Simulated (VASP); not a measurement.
# SiO2 (I-42d) in VASP: further runs, part 2 of 2

VASP 6.6.1. Earlier steps stand in the parts before.

**3. Electric field gradients, PBE (equal xx and yy strain of +3 %)**

Contents of INCAR:

```
SYSTEM = SiO2
PREC = Accurate
ENCUT = 520
EDIFF = 1E-8
ISMEAR = -1
SIGMA = 0.03
LREAL = .FALSE.
LASPH = .TRUE.
NELM = 80
ALGO = Normal
ISIF = 2
LWAVE = .FALSE.
LCHARG = .FALSE.
GGA = PE
LEFG = .TRUE.
NBANDS = 25
```

Contents of KPOINTS:

```
Automatic mesh
0
G
  7 7 7
  0 0 0
```

Contents of POSCAR:

```
SiO2
1.0
   -2.4452715000      2.4452715000      3.7440000000
    2.4452715000     -2.4452715000      3.7440000000
    2.4452715000      2.4452715000     -3.7440000000
Si O
2 4
Direct
    0.0000000000      0.0000000000      0.0000000000
    0.7500000000      0.2500000000      0.5000000000
    0.9983800000      0.6250000000      0.8733800000
    0.3750000000      0.2483800000      0.3733800000
    0.7516200000      0.1250000000      0.1266200000
    0.8750000000      0.0016200000      0.6266200000
```

Potentials or basis: VASP PAW PBE potentials, release 64 (Si, O).

Run with:

```
$ cat potpaw_PBE.64/Si/POTCAR potpaw_PBE.64/O/POTCAR > POTCAR
$ mpirun -np 1 vasp_std > vasp.out
```

OUTCAR:

```text
SYSTEM = SiO2
   PREC = Accurate
   ENCUT = 520
   EDIFF = 1E-8
   ISMEAR = -1
   LREAL = .FALSE.
   LASPH = .TRUE.
   NELM = 80
   ISIF = 2
   GGA = PE

 ion  position               nearest neighbor table
   1  0.000  0.000  0.000-   3 1.65   4 1.65   6 1.65   5 1.65   2 3.08   2 3.08   2 3.08   2 3.08

   2  0.750  0.250  0.500-   4 1.65   3 1.65   5 1.65   6 1.65   1 3.08   1 3.08   1 3.08   1 3.08

   3  0.998  0.625  0.873-   1 1.65   2 1.65
   4  0.375  0.248  0.373-   2 1.65   1 1.65
   5  0.752  0.125  0.127-   2 1.65   1 1.65
   6  0.875  0.002  0.627-   1 1.65   2 1.65

  LATTYP: Found a body centered tetragonal cell.
[... 916 lines left out ...]
   3      35.530   -31.260    -4.271     0.003    75.829     0.002
   4     -31.260    35.530    -4.271     0.003     0.002    75.829
   5      35.531   -31.260    -4.270     0.003   -75.825     0.002
   6     -31.260    35.531    -4.270     0.003     0.002   -75.825
---------------------------------------------------------------------

 Electric field gradients after diagonalization (V/A^2)
 (convention: |V_zz| > |V_xx| > |V_yy|)
----------------------------------------------------------------------
 ion       V_xx      V_yy      V_zz     asymmetry (V_yy - V_xx)/ V_zz
----------------------------------------------------------------------
   1       1.210     1.209    -2.419       0.000
   2       1.210     1.209    -2.419       0.000
   3     -62.768   -31.260    94.027       0.335
   4     -62.768   -31.260    94.027       0.335
   5     -62.763   -31.260    94.023       0.335
   6     -62.763   -31.260    94.023       0.335
----------------------------------------------------------------------

           NMR quadrupolar parameters

 Cq : quadrupolar parameter    Cq=e*Q*V_zz/h
 eta: asymmetry parameters     (V_yy - V_xx)/ V_zz
 Q  : nuclear electric quadrupole moment in mb (millibarn)
----------------------------------------------------------------------
 ion       Cq(MHz)       eta       Q (mb)
----------------------------------------------------------------------
   1      -0.006       0.000       1.000
   2      -0.006       0.000       1.000
   3       0.227       0.335       1.000
   4       0.227       0.335       1.000
   5       0.227       0.335       1.000
   6       0.227       0.335       1.000
----------------------------------------------------------------------
```

OSZICAR:

```text
N       E                     dE             d eps       ncg     rms          rms(c)
DAV:   1     0.172277681415E+03    0.17228E+03   -0.16031E+04  2008   0.113E+03
DAV:   2    -0.412208877754E+02   -0.21350E+03   -0.20356E+03  2652   0.270E+02
DAV:   3    -0.532421992421E+02   -0.12021E+02   -0.11963E+02  2659   0.657E+01
DAV:   4    -0.533618076669E+02   -0.11961E+00   -0.11954E+00  2383   0.749E+00
DAV:   5    -0.533632570687E+02   -0.14494E-02   -0.14492E-02  2647   0.814E-01    0.192E+01
DAV:   6    -0.473316543785E+02    0.60316E+01   -0.19487E+01  2349   0.279E+01    0.932E+00
DAV:   7    -0.473647403932E+02   -0.33086E-01   -0.61463E-01  2572   0.442E+00    0.340E+00
DAV:   8    -0.473649287890E+02   -0.18840E-03   -0.27999E-02  2571   0.151E+00    0.131E+00
DAV:   9    -0.473721205927E+02   -0.71918E-02   -0.17102E-02  2320   0.103E+00    0.280E-01
DAV:  10    -0.473732219629E+02   -0.11014E-02   -0.18691E-03  2406   0.255E-01    0.795E-02
DAV:  11    -0.473731651821E+02    0.56781E-04   -0.46032E-04  2424   0.148E-01    0.173E-02
DAV:  12    -0.473731682738E+02   -0.30918E-05   -0.15232E-05  2512   0.254E-02    0.151E-02
DAV:  13    -0.473731695913E+02   -0.13174E-05   -0.55568E-06  2200   0.155E-02    0.231E-03
DAV:  14    -0.473731696466E+02   -0.55338E-07   -0.46082E-07  2623   0.449E-03    0.736E-04
DAV:  15    -0.473731696404E+02    0.61996E-08   -0.15706E-08  1822   0.877E-04
   1 F= -.47373170E+02 E0= -.47373170E+02  d E =-.384224E-11
```

Run time: 54 s. Hardware: 1 thread of Intel Xeon Platinum 8488C (Sapphire Rapids), shared host; peak memory 0.26 GiB.

What came out:

```
Free energy                             : -47.3732 eV
Pressure                                : -5.5 GPa
Largest force                           : 0.606 eV/Å
Band gap on the k mesh                  : 5.66 eV
Largest electric field gradient by atom : Si -2.4; O +94.0 V/Å²
```

Forces on the atoms (eV/Å):
```
Si   0.000  0.000  0.000
Si   0.000  0.000  0.000
O    0.000 -0.606  0.000
O   -0.606  0.000  0.000
O    0.000  0.606  0.000
O    0.606  0.000  0.000
```

Electric field gradients, principal values (V/Å²):
```
atom    least   middle  greatest (by size)
1 Si    1.209    1.210              -2.419
2 Si    1.209    1.210              -2.419
 3 O  -31.260  -62.768              94.027
 4 O  -31.260  -62.768              94.027
 5 O  -31.260  -62.763              94.023
 6 O  -31.260  -62.763              94.023
```

Caveat: the cell differs from its parent crystal (equal xx and yy strain of +3 %); the cell stands under tension; without QUAD_EFG the Cq values of the log hold for a quadrupole moment of 1 mb, not for the nuclei; an odd mesh through Γ misses points on the zone boundary, where band edges can lie.
